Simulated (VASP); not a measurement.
Crystal: Hf2Ge3.

```xyz
5
Lattice="4.5601 0.0000 0.0000 -2.2800 3.9491 0.0000 0.0000 0.0000 5.5996" Properties=species:S:1:pos:R:3 pbc="T T T"
Hf    0.0000    2.6328    0.8784
Hf    2.2800    1.3164    4.7212
Ge    0.0000    0.0000    0.0000
Ge    0.0000    2.6328    3.6114
Ge    2.2800    1.3164    1.9883
```

The cell was built from a structure type or drawn by symmetry, and may not be a known phase.

```yaml
Program: VASP 6.6.1
Task: relaxation of cell and atoms
Functional: PBE
Potentials_or_basis: VASP PAW PBE potentials, release 64 (Hf_pv, Ge_d)
Cutoff: 600 eV
k_mesh: 6 × 6 × 4
Occupations: gaussian, width 0.1 eV
Spin: no spin polarisation
```

At the start: pressure 3.8 GPa; volume 20.17 Å³/atom.

Question: How do energy, volume and symmetry change on relaxing?

Answer: Over 14 steps the energy falls by 54.4 meV/atom and the volume is 21.24 Å³/atom (+5.3 %); space group P-3m1 (No. 164, to 0.1 Å) before and after.

Step by step:
```csv
step,energy change (eV),largest force (eV/Å),pressure (GPa),volume (Å³)
1,0.0000,0.6745,3.81,100.84
2,-0.1020,0.5909,-2.33,107.97
3,-0.1046,0.6026,-1.70,106.92
4,-0.1691,0.3182,-0.63,106.42
5,-0.1748,0.3375,-0.17,106.22
6,-0.1952,0.3697,0.04,105.77
7,-0.2377,0.3831,1.45,104.42
8,-0.1420,0.9056,4.99,101.71
9,-0.2420,0.3675,1.81,104.04
10,-0.2526,0.3119,1.49,104.51
11,-0.2686,0.1446,0.18,105.93
12,-0.2689,0.1426,0.06,106.15
13,-0.2707,0.0890,0.02,106.17
14,-0.2718,0.0032,0.00,106.19
```

Final structure:
```
Hf Ge
1.0
     4.69128    0.00000    0.00000
    -2.34564    4.06277    0.00000
     0.00000    0.00000    5.57146
Hf Ge
2 3
Cartesian
  0.0000 2.7085 0.6944
  2.3456 1.3543 4.8770
  -2.3456 4.0628 0.0000
  0.0000 2.7085 3.4324
  2.3456 1.3543 2.1391
```
